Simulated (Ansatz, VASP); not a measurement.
## Ga in VASP and in Ansatz

```
Ga
1.0
    -1.68780    1.68780    1.68780
     1.68780   -1.68780    1.68780
     1.68780    1.68780   -1.68780
Ga
1
Cartesian
  0.0000 0.0000 0.0000
```

Alike in both runs: functional PBE; k mesh 17 × 17 × 17; occupations fermi-dirac, width 0.05 eV; non-collinear spin, spin-orbit coupling.

Ansatz relaxed the structure, and its values are those at the end. VASP's run is a single point on that final structure, the one shown.

|  | VASP | Ansatz |
| --- | --- | --- |
| version | VASP 6.6.1 | Ansatz 0.2.0 |
| potentials or method | VASP PAW PBE potentials, release 64 (Ga_d), cutoff 520 eV | all-electron LAPW |

```tsv
	VASP	Ansatz	Ansatz less VASP
pressure (GPa)	0.0	0.0	-0.02
```

Ansatz ran all-electron here, and VASP with PAW potentials.
